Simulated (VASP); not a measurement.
Set up this calculation in VASP 6.6.1, as the native input.

```
Task                   : single point
Functional             : PBE
Potentials or basis    : VASP PAW PBE potentials, release 64 (Si, Cl)
Cutoff                 : 520 eV
k mesh                 : 4 × 4 × 4
Occupations            : gaussian, width 0.1 eV
Spin                   : no spin polarisation
Dipole correction      : no
Further INCAR settings : ALGO = Normal; EDIFF = 1e-06; NBANDS = 28
```

The structure of SiCl5 lies in POSCAR:

```
SiCl5
1.0
    0.0000000000      4.3638978400      4.3638978400
    4.3638978400      0.0000000000      4.3638978400
    4.3638978400      4.3638978400      0.0000000000
Si Cl
1 5
Direct
    0.2500000000      0.2500000000      0.2500000000
    0.3727328200      0.8757557300      0.8757557300
    0.8757557300      0.3727328200      0.8757557300
    0.8757557300      0.8757557300      0.3727328200
    0.8757557300      0.8757557300      0.8757557300
    0.5000000000      0.5000000000      0.5000000000
```

The input as run:

INCAR

```
SYSTEM = SiCl5
PREC = Accurate ; ENCUT = 520
EDIFF = 1E-6 ; ISMEAR = 0
SIGMA = 0.1 ; LREAL = .False.
LASPH = .True. ; NELM = 100
ALGO = Normal ; ISIF = 2
LWAVE = .False. ; LCHARG = .False.
GGA = PE ; NBANDS = 28
```

KPOINTS

```
Automatic mesh
0
Gamma
  4 4 4
  0 0 0
```

Potentials or basis: VASP PAW PBE potentials, release 64 (Si, Cl).

Launch:

```sh
$ cat potpaw_PBE.64/Si/POTCAR potpaw_PBE.64/Cl/POTCAR > POTCAR
$ mpirun -np 1 vasp_std > vasp.out
```

Results of the run:

The pressure is -4.7 GPa and the largest force is 0.006 eV/Å.

Caveat: an odd number of electrons without spin polarisation forces a metal; a magnetic or distorted state may lie lower.

Wall time 52 s on 1 thread of Intel Xeon 6975P-C, with other jobs on the host, peak memory 0.32 GiB.
